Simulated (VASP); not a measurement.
# BeS in VASP: single point with PBE

Aim: the single point of BeS with PBE.

Program: VASP 6.6.1. These are calculated values, not measurements. Logs are shortened: lines on timing, memory, paths and dates and some standing lists are left out, and cuts for length are marked.

## 1. The cell of the first run

The cell holds a slab with vacuum, 4 atoms: a = 3.429 Å, b = 3.429 Å, c = 18.500 Å, α = 90.00°, β = 90.00°, γ = 60.00°.

## 2. Single point, PBE

Contents of INCAR:

```
  ALGO = Normal
  DIPOL = 0.5 0.5 0.500
  EDIFF = 1E-6
  ENCUT = 520
  GGA = PE
  GGA_COMPAT = False
  IDIPOL = 3
  ISIF = 2
  ISMEAR = 1
  LASPH = True
  LCHARG = False
  LDIPOL = True
  LREAL = False
  LWAVE = False
  NBANDS = 16
  NELM = 120
  NELMDL = -8
  PREC = Accurate
  SIGMA = 0.1
```

Contents of KPOINTS:

```
k-points
0
Gamma
  5 5 1
```

Contents of POSCAR:

```
BeS
1.0
    3.4294678888      0.0000000000      0.0000000000
    1.7147339444      2.9700063131      0.0000000000
    0.0000000000      0.0000000000     18.5001860070
Be S
2 2
Direct
    0.0000000000      0.0000000000      0.4054013293
    0.3333333333      0.3333333333      0.5567592024
    0.3333333333      0.3333333333      0.4432407976
    0.6666666667      0.6666666667      0.5945986707
```

Potentials or basis: VASP PAW PBE potentials, release 64 (Be, S).

Started as:

```bash
> cat potpaw_PBE.64/Be/POTCAR potpaw_PBE.64/S/POTCAR > POTCAR
> mpirun -np 1 vasp_std > vasp.out
```

OUTCAR:

```text
EDIFF = 1E-6
   ENCUT = 520
   GGA = PE
   ISIF = 2
   ISMEAR = 1
   LASPH = True
   LREAL = False
   NELM = 120
   NELMDL = -8
   PREC = Accurate

 ion  position               nearest neighbor table
   1  0.000  0.000  0.405-   3 2.10   3 2.10   3 2.10
   2  0.333  0.333  0.557-   3 2.10   4 2.10   4 2.10   4 2.10
   3  0.333  0.333  0.443-   2 2.10   1 2.10   1 2.10   1 2.10
   4  0.667  0.667  0.595-   2 2.10   2 2.10   2 2.10

  LATTYP: Found a hexagonal cell.
 ALAT       =     3.4294678887
 C/A-ratio  =     5.3944771047

  Lattice vectors:

 A1 = (  -1.7147339444,  -2.9700063131,   0.0000000000)
 A2 = (   3.4294678888,   0.0000000000,   0.0000000000)
 A3 = (   0.0000000000,   0.0000000000,  18.5001860070)

Analysis of symmetry for initial positions (statically):
=====================================================================
 Subroutine PRICEL returns:
 Original cell was already a primitive cell.

 Routine SETGRP: Setting up the symmetry group for a
 hexagonal supercell.

 Subroutine GETGRP returns: Found  6 space group operations
 (whereof  6 operations were pure point group operations)
 out of a pool of 24 trial point group operations.

The static configuration has the point symmetry C_3v.

Analysis of symmetry for dynamics (positions and initial velocities):
=====================================================================
 Subroutine PRICEL returns:
 Original cell was already a primitive cell.

 Routine SETGRP: Setting up the symmetry group for a
 hexagonal supercell.

 Subroutine GETGRP returns: Found  6 space group operations
 (whereof  6 operations were pure point group operations)
 out of a pool of 24 trial point group operations.

The dynamic configuration has the point symmetry C_3v.

 Subroutine INISYM returns: Found  6 space group operations
 (whereof  6 operations are pure point group operations),
 and found     1 'primitive' translations

----------------------------------------------------------------------------------------

                                     Primitive cell

  volume of cell :     188.4344

  direct lattice vectors                    reciprocal lattice vectors
     3.429467889  0.000000000  0.000000000     0.291590425 -0.168349811  0.000000000
     1.714733944  2.970006313  0.000000000     0.000000000  0.336699621  0.000000000
     0.000000000  0.000000000 18.500186007     0.000000000  0.000000000  0.054053511

  length of vectors
     3.429467889  3.429467889 18.500186007     0.336699621  0.336699621  0.054053511

  position of ions in fractional coordinates (direct lattice)
     0.000000000  0.000000000  0.405401329
     0.333333333  0.333333333  0.556759202
     0.333333333  0.333333333  0.443240798
     0.666666667  0.666666667  0.594598671

  ion indices of the primitive-cell ions
   primitive index   ion index
                 1           1
                 2           2
                 3           3
                 4           4

----------------------------------------------------------------------------------------

 KPOINTS: k-points

Automatic generation of k-mesh.
 Grid dimensions read from file:
 generate k-points for:    5    5    1

 Generating k-lattice:

  Cartesian coordinates                     Fractional coordinates (reciprocal lattice)
     0.058318085 -0.033669962  0.000000000     0.200000000  0.000000000  0.000000000
     0.000000000  0.067339924  0.000000000     0.000000000  0.200000000  0.000000000
     0.000000000  0.000000000  0.054053511     0.000000000  0.000000000  1.000000000

  Length of vectors
     0.067339924  0.067339924  0.054053511

  Shift w.r.t. Gamma in fractional coordinates (k-lattice)
     0.000000000  0.000000000  0.000000000

 Subroutine IBZKPT returns following result:
 ===========================================

 Found      5 irreducible k-points:

 Following reciprocal coordinates:
            Coordinates               Weight
  0.000000  0.000000  0.000000      1.000000
  0.200000  0.000000  0.000000      6.000000
  0.400000  0.000000  0.000000      6.000000
  0.400000  0.200000  0.000000      6.000000
 -0.400000  0.200000  0.000000      6.000000
   k-points           NKPTS =      5   k-points in BZ     NKDIM =      5   number of bands    NBANDS=     16
   number of dos      NEDOS =    301   number of ions     NIONS =      4
   total plane-waves  NPLWV = 109760
   dimension x,y,z NGX =    28 NGY =   28 NGZ =  140
   dimension x,y,z NGXF=    56 NGYF=   56 NGZF=  280
   ions per type =               2   2
   NGX,Y,Z   is equivalent  to a cutoff of  13.57, 13.57, 12.58 a.u.
   NGXF,Y,Z  is equivalent  to a cutoff of  27.15, 27.15, 25.16 a.u.
 SYSTEM =  unknown system
   PREC   = accura    normal or accurate (medium, high low for compatibility)
   ISTART =      0    job   : 0-new  1-cont  2-samecut
   ICHARG =      2    charge: 1-file 2-atom 10-const
   ISPIN  =      1    spin polarized calculation?
   LNONCOLLINEAR =      F non collinear calculations
   LSORBIT =      F    spin-orbit coupling
   LASPH  =      T    aspherical Exc in radial PAW
   ENCUT  =  520.0 eV  38.22 Ry    6.18 a.u.   6.38  6.38 34.40*2*pi/ulx,y,z
   NELM   =    120;   NELMIN=  2; NELMDL= -8     # of ELM steps
   EDIFF  = 0.1E-05   stopping-criterion for ELM
   LREAL  =      F    real-space projection
   EDIFFG = 0.1E-04   stopping-criterion for IOM
   NSW    =      0    number of steps for IOM
   IBRION =     -1    ionic relax: 0-MD 1-quasi-New 2-CG
   NFREE  =      0    steps in history (QN), initial steepest desc. (CG)
   ISIF   =      2    stress and relaxation
   ISYM   =      2    0-nonsym 1-usesym 2-fastsym
   POTIM  = 0.5000    time-step for ionic-motion
   TEBEG  =    0.0;   TEEND  =   0.0 temperature during run
   PSTRESS=    0.0 pullay stress
   NELECT =      16.0000    total number of electrons
   NUPDOWN=      -1.0000    fix difference up-down
   EMIN   =  10.00;   EMAX   =-10.00  energy-range for DOS
   EFERMI =   0.00;   METHOD = LEGACY
   ISMEAR =     1;   SIGMA  =   0.10  broadening in eV -4-tet -1-fermi 0-gaus
   EFERMI_NEDOS =   21; number of points for ismear=-14 and -15
   IALGO  =     38    algorithm
   IMIX   =      4    mixing-type and parameters
     AMIX     =   0.40;   BMIX     =  1.00
     AMIX_MAG =   1.60;   BMIX_MAG =  1.00
  volume/ion in A,a.u.               =      47.11       317.90
  Fermi-wavevector in a.u.,A,eV,Ry     =   0.719551  1.359754  7.044461  0.517753
  Thomas-Fermi vector in A             =   1.808775
   LORBIT       =      0    0 simple, 1 ext, 2 COOP (PROOUT), +10 PAW based schemes
   GGA     = PE    functional components
   LHFCALC =     F    Hartree Fock is set to
   AEXX    =    0.0000 exact exchange contribution
   IVDW    =     0    specifies the selected vdW correction
   LEPSILON=     F    determine dielectric tensor
   LRPA    =     F    only Hartree local field effects (RPA)
 non-spin polarized calculation
 Methfessel and Paxton  Order N= 1 SIGMA  =   0.10
  energy-cutoff  :      520.00
  volume of cell :      188.43
 maximum number of plane-waves:      5109
 NGX is ok and might be reduce to    28
   NGX = 13   NGY = 13   NGZ = 69

 number of electron      16.0000001 magnetization

 dipolmoment           0.000000      0.000000      0.257085 electrons x Angstroem

 Free energy of the ion-electron system (eV)
  ---------------------------------------------------
  ext. energy  EPLUGINS =         0.00000000
  ---------------------------------------------------
  free energy    TOTEN  =       -18.12975836 eV

  energy without entropy =      -18.13051606  energy(sigma->0) =      -18.13001093

 E-fermi :  -1.3898     XC(G=0):  -3.7940

 val. band max:       -1.4769471524   @ k =   0.0000   0.0000   0.0000
 cond. band min:      -1.2035103047   @ k =   0.0000   0.0000   0.0000
 fundamental gap:      0.2734368478
 Fermi energy:        -1.3898221109

 k-point     1 :       0.0000    0.0000    0.0000
  band No.  band energies     occupation
      1     -16.8627      2.00000
      2     -13.6663      2.00000
      3      -7.8299      2.00000
      4      -4.4783      2.00000
      5      -4.4783      2.00000
      6      -3.2559      2.00000
      7      -1.4769      2.01220
      8      -1.4769      2.01219
      9      -1.2035     -0.02425
     10       0.9650      0.00000
     11       1.9104      0.00000
     12       2.4064      0.00000
     13       2.4064      0.00000
     14       2.9224      0.00000
     15       4.7432      0.00000
     16       4.9305      0.00000

 k-point     2 :       0.2000    0.0000    0.0000
  band No.  band energies     occupation
      1     -16.5266      2.00000
      2     -13.3383      2.00000
      3      -7.4988      2.00000
      4      -6.3085      2.00000
      5      -5.0607      2.00000
      6      -3.2946      2.00000
      7      -2.8155      2.00000
      8      -2.0490      2.00000
      9      -1.0548     -0.00002
     10       1.4534      0.00000
     11       1.7654      0.00000
     12       3.3453      0.00000
     13       3.5776      0.00000
     14       3.9680      0.00000
     15       4.3418      0.00000
     16       5.4967      0.00000

 k-point     3 :       0.4000    0.0000    0.0000
  band No.  band energies     occupation
      1     -15.8411      2.00000
      2     -12.6873      2.00000
      3      -8.5214      2.00000
      4      -6.9033      2.00000
      5      -5.7661      2.00000
      6      -5.2040      2.00000
      7      -2.7556      2.00000
      8      -2.4435      2.00000
      9      -0.8614     -0.00000
     10       1.0528      0.00000
     11       2.5905      0.00000
     12       3.5042      0.00000
     13       3.9401      0.00000
     14       4.5326      0.00000
     15       5.0978      0.00000
     16       5.9435      0.00000

 k-point     4 :       0.4000    0.2000    0.0000
  band No.  band energies     occupation
      1     -15.9964      2.00000
      2     -12.8284      2.00000
      3      -7.7802      2.00000
      4      -6.9872      2.00000
      5      -6.2922      2.00000
      6      -4.5510      2.00000
      7      -3.3740      2.00000
      8      -2.3363      2.00000
      9      -0.8850     -0.00000
     10       2.3812      0.00000
     11       2.8605      0.00000
     12       3.4359      0.00000
     13       3.9628      0.00000
     14       4.4308      0.00000
     15       4.7924      0.00000
     16       5.8447      0.00000

 k-point     5 :      -0.4000    0.2000    0.0000
  band No.  band energies     occupation
      1     -15.5898      2.00000
      2     -12.4482      2.00000
      3      -8.5454      2.00000
      4      -7.0670      2.00000
      5      -6.7455      2.00000
      6      -5.1339      2.00000
      7      -3.9844      2.00000
      8      -2.3681      2.00000
      9      -0.5513     -0.00000
     10       2.0944      0.00000
     11       3.4536      0.00000
     12       3.5871      0.00000
     13       4.6835      0.00000
     14       5.2133      0.00000
     15       5.6422      0.00000
     16       6.1224      0.00000

------------------------ aborting loop because EDIFF is reached ----------------------------------------

 vacuum level on the upper side and lower side of the slab       (xc-potential included)         2.022        -2.381

  FORCE on cell =-STRESS in cart. coord.  units (eV):
  Direction    XX          YY          ZZ          XY          YZ          ZX
  --------------------------------------------------------------------------------------
  -------------------------------------------------------------------------------------
  Total       -1.4816136     -1.4816136      0.0569426      0.0000000      0.0000000      0.0000000
  in kB      -12.5975280    -12.5975280      0.4841584      0.0000000      0.0000000      0.0000000
  external PRESSURE =      -8.2369659 kB  Pullay stress =       0.0000000 kB

 VOLUME and BASIS-vectors are now :
 -----------------------------------------------------------------------------
  energy-cutoff  :      520.00
  volume of cell :      188.43
      direct lattice vectors                 reciprocal lattice vectors
     3.429467889  0.000000000  0.000000000     0.291590425 -0.168349811  0.000000000
     1.714733944  2.970006313  0.000000000     0.000000000  0.336699621  0.000000000
     0.000000000  0.000000000 18.500186007     0.000000000  0.000000000  0.054053511

 POSITION                                       TOTAL-FORCE (eV/Angst)
 -----------------------------------------------------------------------------------
      0.00000      0.00000      7.50000        -0.000000     -0.000000      1.702671
      1.71473      0.99000     10.30015        -0.000000     -0.000000      2.125951
      1.71473      0.99000      8.20004         0.000000      0.000000     -2.674709
      3.42947      1.98000     11.00019        -0.000000      0.000000     -1.153912
 -----------------------------------------------------------------------------------
    total drift:                                0.000000      0.000000      0.000355

  FREE ENERGIE OF THE ION-ELECTRON SYSTEM (eV)
  ---------------------------------------------------
  free  energy   TOTEN  =       -18.1297583558 eV

  energy  without entropy=      -18.1305160640  energy(sigma->0) =      -18.13001093

 vacuum level on the upper side and lower side of the slab         5.179         0.678
```

Wall time 52 s (1 thread of Intel Xeon Platinum 8259CL at 2.50GHz (Skylake/Cascade Lake), shared host); peak memory 0.31 GiB.

What came out:

* Free energy: -18.1298 eV
* Largest force: 2.675 eV/Å
* Band gap on the k mesh: 0.27 eV, direct

Forces on the atoms (eV/Å):
```
Be   0.000  0.000  1.703
Be   0.000  0.000  2.126
S    0.000  0.000 -2.675
S    0.000  0.000 -1.154
```

Caveat: the k points lie up to 0.42 Å⁻¹ apart.
